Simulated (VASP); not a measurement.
# SnTe (f.bd3) (Fm-3m) in VASP: notebook

The runs below take SnTe (f.bd3) through single point, with PBE+D3(BJ).

Program: VASP 6.6.1. These are calculated values, not measurements. Logs are shortened: lines on timing, memory, paths and dates and some standing lists are left out, and cuts for length are marked.

## 1. The cell of the first run

The structure is cubic, space group Fm-3m (No. 225). The conventional cell has a = 6.300 Å, b = 6.300 Å, c = 6.300 Å, α = 90.00°, β = 90.00°, γ = 90.00°. Within 4.1 Å of Sn (site symmetry m-3m) lie 6 Te at 3.15 Å. Within 4.1 Å of Te (site symmetry m-3m) lie 6 Sn at 3.15 Å.

## 2. Single point, PBE+D3(BJ)

INCAR reads:

```
SYSTEM = SnTe
  ALGO = Normal
  EDIFF = 1E-6
  ENCUT = 500
  GGA = PE
  GGA_COMPAT = .False.
  ISIF = 2
  ISMEAR = 0
  IVDW = 12
  LASPH = .True.
  LCHARG = .True.
  LELF = .True.
  LREAL = .False.
  LVHAR = .True.
  LWAVE = .False.
  NBANDS = 17
  NELM = 120
  PREC = Accurate
  SIGMA = 0.1
```

KPOINTS reads:

```
k-points
0
Gamma
  6 6 6
  0 0 0
```

POSCAR reads:

```
SnTe
1.0
    0.0000000000      3.1500000000      3.1500000000
    3.1500000000      0.0000000000      3.1500000000
    3.1500000000      3.1500000000      0.0000000000
Sn Te
1 1
Direct
    0.0000000000      0.0000000000      0.0000000000
    0.5000000000      0.5000000000      0.5000000000
```

Potentials or basis: VASP PAW PBE potentials, release 64 (Sn_d, Te).

On the command line:

```console
$ cat potpaw_PBE.64/Sn_d/POTCAR potpaw_PBE.64/Te/POTCAR > POTCAR
$ mpirun -np 1 vasp_std > vasp.out
```

OUTCAR:

```text
SYSTEM = SnTe
   EDIFF = 1E-6
   ENCUT = 500
   GGA = PE
   ISIF = 2
   ISMEAR = 0
   IVDW = 12
   LASPH = .True.
   LREAL = .False.
   NELM = 120
   PREC = Accurate
 IVDW          = 12

 ion  position               nearest neighbor table
   1  0.000  0.000  0.000-   2 3.15   2 3.15   2 3.15   2 3.15   2 3.15   2 3.15
   2  0.500  0.500  0.500-   1 3.15   1 3.15   1 3.15   1 3.15   1 3.15   1 3.15

  LATTYP: Found a face centered cubic cell.
 ALAT       =     6.3000000000

  Lattice vectors:

 A1 = (   0.0000000000,   3.1500000000,   3.1500000000)
 A2 = (   3.1500000000,   0.0000000000,   3.1500000000)
 A3 = (   3.1500000000,   3.1500000000,   0.0000000000)

Analysis of symmetry for initial positions (statically):
=====================================================================
 Subroutine PRICEL returns:
 Original cell was already a primitive cell.

 Routine SETGRP: Setting up the symmetry group for a
 face centered cubic supercell.

 Subroutine GETGRP returns: Found 48 space group operations
 (whereof 48 operations were pure point group operations)
 out of a pool of 48 trial point group operations.

The static configuration has the point symmetry O_h .

Analysis of symmetry for dynamics (positions and initial velocities):
=====================================================================
 Subroutine PRICEL returns:
 Original cell was already a primitive cell.

 Routine SETGRP: Setting up the symmetry group for a
 face centered cubic supercell.

 Subroutine GETGRP returns: Found 48 space group operations
 (whereof 48 operations were pure point group operations)
 out of a pool of 48 trial point group operations.

The dynamic configuration has the point symmetry O_h .

 Subroutine INISYM returns: Found 48 space group operations
 (whereof 48 operations are pure point group operations),
 and found     1 'primitive' translations

----------------------------------------------------------------------------------------

                                     Primitive cell

  volume of cell :      62.5117

  direct lattice vectors                    reciprocal lattice vectors
     0.000000000  3.150000000  3.150000000    -0.158730159  0.158730159  0.158730159
     3.150000000  0.000000000  3.150000000     0.158730159 -0.158730159  0.158730159
     3.150000000  3.150000000  0.000000000     0.158730159  0.158730159 -0.158730159

  length of vectors
     4.454772721  4.454772721  4.454772721     0.274928700  0.274928700  0.274928700

[... 69 lines left out ...]
   ENCUT  =  500.0 eV  36.75 Ry    6.06 a.u.   8.12  8.12  8.12*2*pi/ulx,y,z
   NELM   =    120;   NELMIN=  2; NELMDL= -5     # of ELM steps
   EDIFF  = 0.1E-05   stopping-criterion for ELM
   LREAL  =      F    real-space projection
   EDIFFG = 0.1E-04   stopping-criterion for IOM
   NSW    =      0    number of steps for IOM
   IBRION =     -1    ionic relax: 0-MD 1-quasi-New 2-CG
   NFREE  =      0    steps in history (QN), initial steepest desc. (CG)
   ISIF   =      2    stress and relaxation
   ISYM   =      2    0-nonsym 1-usesym 2-fastsym
   POTIM  = 0.5000    time-step for ionic-motion
   TEBEG  =    0.0;   TEEND  =   0.0 temperature during run
   PSTRESS=    0.0 pullay stress
   NELECT =      20.0000    total number of electrons
   NUPDOWN=      -1.0000    fix difference up-down
   EMIN   =  10.00;   EMAX   =-10.00  energy-range for DOS
   EFERMI =   0.00;   METHOD = LEGACY
   ISMEAR =     0;   SIGMA  =   0.10  broadening in eV -4-tet -1-fermi 0-gaus
   EFERMI_NEDOS =   21; number of points for ismear=-14 and -15
   IALGO  =     38    algorithm
   IMIX   =      4    mixing-type and parameters
     AMIX     =   0.40;   BMIX     =  1.00
     AMIX_MAG =   1.60;   BMIX_MAG =  1.00
  volume/ion in A,a.u.               =      31.26       210.93
  Fermi-wavevector in a.u.,A,eV,Ry     =   1.119690  2.115906 17.057687  1.253705
  Thomas-Fermi vector in A             =   2.256330
   LORBIT       =      0    0 simple, 1 ext, 2 COOP (PROOUT), +10 PAW based schemes
   GGA     = PE    functional components
   LHFCALC =     F    Hartree Fock is set to
   AEXX    =    0.0000 exact exchange contribution
   IVDW    =    12    specifies the selected vdW correction
   LEPSILON=     F    determine dielectric tensor
   LRPA    =     F    only Hartree local field effects (RPA)
 non-spin polarized calculation
 Gauss-broadening in eV      SIGMA  =   0.10
  energy-cutoff  :      500.00
  volume of cell :       62.51
 maximum number of plane-waves:      1600
   NGX = 17   NGY = 17   NGZ = 17

 number of electron      20.0000011 magnetization

 Free energy of the ion-electron system (eV)
  ---------------------------------------------------
  ext. energy  EPLUGINS =         0.00000000
  ---------------------------------------------------
  free energy    TOTEN  =        -7.54241064 eV

  energy without entropy =       -7.54077791  energy(sigma->0) =       -7.54159428

 E-fermi :   7.0243     XC(G=0):  -9.5023

 val. band max:        6.9745766556   @ k =   0.5000   0.0000   0.0000
 cond. band min:       7.0739409892   @ k =   0.5000   0.0000   0.0000
 fundamental gap:      0.0993643336
 Fermi energy:         7.0242569760

 k-point     1 :       0.0000    0.0000    0.0000
  band No.  band energies     occupation
      1     -14.9498      2.00000
      2     -14.9498      2.00000
      3     -14.9435      2.00000
      4     -14.9435      2.00000
      5     -14.9435      2.00000
      6      -5.8453      2.00000
[... 297 lines left out ...]
      4     -14.9365      2.00000
      5     -14.9327      2.00000
      6      -4.1923      2.00000
[... 9 lines left out ...]
     16      17.0554      0.00000
     17      18.2026      0.00000

------------------------ aborting loop because EDIFF is reached ----------------------------------------

 Edisp (eV)   -0.80251

 E8    (eV) :    -0.3782

  FORCE on cell =-STRESS in cart. coord.  units (eV):
  Direction    XX          YY          ZZ          XY          YZ          ZX
  --------------------------------------------------------------------------------------
  -------------------------------------------------------------------------------------
  Total       0.05232     0.05232     0.05232    -0.00000    -0.00000     0.00000
  in kB       1.34091     1.34091     1.34091    -0.00000    -0.00000     0.00000
  external pressure =        1.34 kB  Pullay stress =        0.00 kB

 VOLUME and BASIS-vectors are now :
 -----------------------------------------------------------------------------
  energy-cutoff  :      500.00
  volume of cell :       62.51
      direct lattice vectors                 reciprocal lattice vectors
     0.000000000  3.150000000  3.150000000    -0.158730159  0.158730159  0.158730159
     3.150000000  0.000000000  3.150000000     0.158730159 -0.158730159  0.158730159
     3.150000000  3.150000000  0.000000000     0.158730159  0.158730159 -0.158730159

 POSITION                                       TOTAL-FORCE (eV/Angst)
 -----------------------------------------------------------------------------------
      0.00000      0.00000      0.00000         0.000000      0.000000      0.000000
      3.15000      3.15000      3.15000        -0.000000     -0.000000     -0.000000
 -----------------------------------------------------------------------------------
    total drift:                                0.000000     -0.000000     -0.000000

  FREE ENERGIE OF THE ION-ELECTRON SYSTEM (eV)
  ---------------------------------------------------
  free  energy   TOTEN  =        -8.3449185624 eV

  energy  without entropy=       -8.3432858303  energy(sigma->0) =       -8.34410220
```

stdout:

```text
POSCAR found type information on POSCAR SnTe
 POSCAR found :  2 types and       2 ions
 scaLAPACK will be used
 LDA part: xc-table for (Slater+PW92), standard interpolation
 POSCAR, INCAR and KPOINTS ok, starting setup
 FFT: planning ... GRIDC
 FFT: planning ... GRID_SOFT
 FFT: planning ... GRID
 WAVECAR not read
 entering main loop
```

Run time: 6.3 s. Hardware: 1 thread of Intel Xeon 6975P-C (Granite Rapids), shared host; peak memory 0.18 GiB.

Results:

```yaml
Free_energy: -8.3449 eV
Pressure: 0.1 GPa
Band_gap_on_the_k_mesh: 0.10 eV, direct
Dispersion_energy_per_atom: -0.401 eV
```

Caveat: spin-orbit coupling is left out, which moves the levels of the heavy elements. A k mesh can miss the band edges.

## 3. Single point, PBE+D3(BJ)

This run uses another cell than the first one, of 31.38 Å³/atom, 1.004 times its volume.

INCAR reads:

```
SYSTEM = SnTe
ALGO = Normal
EDIFF = 1E-6
ENCUT = 500
GGA = PE
GGA_COMPAT = .FALSE.
ISIF = 2
ISMEAR = 0
IVDW = 12
LASPH = .TRUE.
LCHARG = .FALSE.
LREAL = .FALSE.
LWAVE = .FALSE.
NBANDS = 17
NELM = 120
PREC = Accurate
SIGMA = 0.01
```

KPOINTS reads:

```
k-points
0
G
  10 10 10
  0 0 0
```

POSCAR reads:

```
SnTe
1.0
    0.0000000000      3.1543011816      3.1543011816
    3.1543011816      0.0000000000      3.1543011816
    3.1543011816      3.1543011816      0.0000000000
Sn Te
1 1
Direct
    0.0000000000      0.0000000000      0.0000000000
    0.5000000000      0.5000000000      0.5000000000
```

Potentials or basis: VASP PAW PBE potentials, release 64 (Sn_d, Te).

On the command line:

```console
$ cat potpaw_PBE.64/Sn_d/POTCAR potpaw_PBE.64/Te/POTCAR > POTCAR
$ mpirun -np 1 vasp_std > vasp.out
```

OUTCAR:

```text
SYSTEM = SnTe
   EDIFF = 1E-6
   ENCUT = 500
   GGA = PE
   ISIF = 2
   ISMEAR = 0
   IVDW = 12
   LASPH = .TRUE.
   LREAL = .FALSE.
   NELM = 120
   PREC = Accurate
 IVDW          = 12

 ion  position               nearest neighbor table
   1  0.000  0.000  0.000-   2 3.15   2 3.15   2 3.15   2 3.15   2 3.15   2 3.15
   2  0.500  0.500  0.500-   1 3.15   1 3.15   1 3.15   1 3.15   1 3.15   1 3.15

  LATTYP: Found a face centered cubic cell.
 ALAT       =     6.3086023632

  Lattice vectors:

 A1 = (   0.0000000000,   3.1543011816,   3.1543011816)
 A2 = (   3.1543011816,   0.0000000000,   3.1543011816)
 A3 = (   3.1543011816,   3.1543011816,   0.0000000000)

Analysis of symmetry for initial positions (statically):
=====================================================================
 Subroutine PRICEL returns:
 Original cell was already a primitive cell.

 Routine SETGRP: Setting up the symmetry group for a
 face centered cubic supercell.

 Subroutine GETGRP returns: Found 48 space group operations
 (whereof 48 operations were pure point group operations)
 out of a pool of 48 trial point group operations.

The static configuration has the point symmetry O_h .

Analysis of symmetry for dynamics (positions and initial velocities):
[... 162 lines left out ...]
 val. band max:        6.9315052336   @ k =   0.5000   0.0000   0.0000
 cond. band min:       7.0172362867   @ k =   0.5000   0.0000   0.0000
 fundamental gap:      0.0857310531
 Fermi energy:         6.9761499186

 k-point     1 :       0.0000    0.0000    0.0000
  band No.  band energies     occupation
      1     -14.9842      2.00000
      2     -14.9842      2.00000
      3     -14.9786      2.00000
      4     -14.9786      2.00000
      5     -14.9786      2.00000
      6      -5.8634      2.00000
[... 457 lines left out ...]
      4     -14.9706      2.00000
      5     -14.9702      2.00000
      6      -4.6812      2.00000
[... 9 lines left out ...]
     16      16.1503      0.00000
     17      16.5582      0.00000

 [... further k-points ...]

------------------------ aborting loop because EDIFF is reached ----------------------------------------

 Edisp (eV)   -0.79910

 E8    (eV) :    -0.3766

  FORCE on cell =-STRESS in cart. coord.  units (eV):
  Direction    XX          YY          ZZ          XY          YZ          ZX
  --------------------------------------------------------------------------------------
  -------------------------------------------------------------------------------------
  Total      -0.02736    -0.02736    -0.02736     0.00000     0.00000     0.00000
  in kB      -0.69848    -0.69848    -0.69848     0.00000     0.00000     0.00000
  external pressure =       -0.70 kB  Pullay stress =        0.00 kB

 VOLUME and BASIS-vectors are now :
 -----------------------------------------------------------------------------
  energy-cutoff  :      500.00
  volume of cell :       62.77
      direct lattice vectors                 reciprocal lattice vectors
     0.000000000  3.154301182  3.154301182    -0.158513715  0.158513715  0.158513715
     3.154301182  0.000000000  3.154301182     0.158513715 -0.158513715  0.158513715
     3.154301182  3.154301182  0.000000000     0.158513715  0.158513715 -0.158513715

 POSITION                                       TOTAL-FORCE (eV/Angst)
 -----------------------------------------------------------------------------------
      0.00000      0.00000      0.00000         0.000000      0.000000      0.000000
      3.15430      3.15430      3.15430        -0.000000     -0.000000     -0.000000
 -----------------------------------------------------------------------------------
    total drift:                               -0.000000      0.000000      0.000000

  FREE ENERGIE OF THE ION-ELECTRON SYSTEM (eV)
  ---------------------------------------------------
  free  energy   TOTEN  =        -8.3444528195 eV

  energy  without entropy=       -8.3444528195  energy(sigma->0) =       -8.34445282
```

Run time: 19 s. Hardware: 1 thread of Intel Xeon 6975P-C (Granite Rapids), shared host; peak memory 0.23 GiB.

What came out:

```
Free energy                : -8.3445 eV
Pressure                   : -0.1 GPa
Band gap on the k mesh     : 0.09 eV, direct
Dispersion energy per atom : -0.400 eV
```

Caveat: spin-orbit coupling is left out, which moves the levels of the heavy elements.
